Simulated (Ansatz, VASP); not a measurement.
**Ge3Pd: VASP beside Ansatz**

```xyz
4
Lattice="4.1377 0.0000 0.0000 0.0000 4.1377 0.0000 0.0000 0.0000 4.1377" Properties=species:S:1:pos:R:3 pbc="T T T"
Ge    0.0000    2.0689    2.0689
Ge    2.0689    0.0000    2.0689
Ge    2.0689    2.0689    0.0000
Pd    0.0000    0.0000    0.0000
```

Alike in both runs: task relaxation of cell and atoms; functional PBE; k mesh 12 × 12 × 12; occupations gaussian, width 0.1 eV; no spin polarisation.

|  | VASP | Ansatz |
| --- | --- | --- |
| version | VASP 6.6.1 | Ansatz 0.2.0 |
| potentials or method | VASP PAW PBE potentials, release 64 (Ge_d, Pd), cutoff 600 eV | scalar-relativistic, plane waves, PAW |
| valence electrons in the cell | 52 | 60 |

Ansatz gave:

```
gap on the k mesh at the Fermi level, each at its own relaxed structure (eV) : none
relaxed volume (Å³/atom)                                                     : 17.82
relaxed cell length with the largest relative difference (Å)                 : 4.146
```

**Question.** Which values does VASP return?

**Answer.** gap on the k mesh at the Fermi level, each at its own relaxed structure (eV): none; relaxed volume (Å³/atom): 17.83; relaxed cell length with the largest relative difference (Å): 4.147.

A gap of «none» marks a metal or a gap that the smearing closes. VASP's potentials hold 52 valence electrons a cell and Ansatz's 60, so a difference there can come from the potentials and not from the codes.
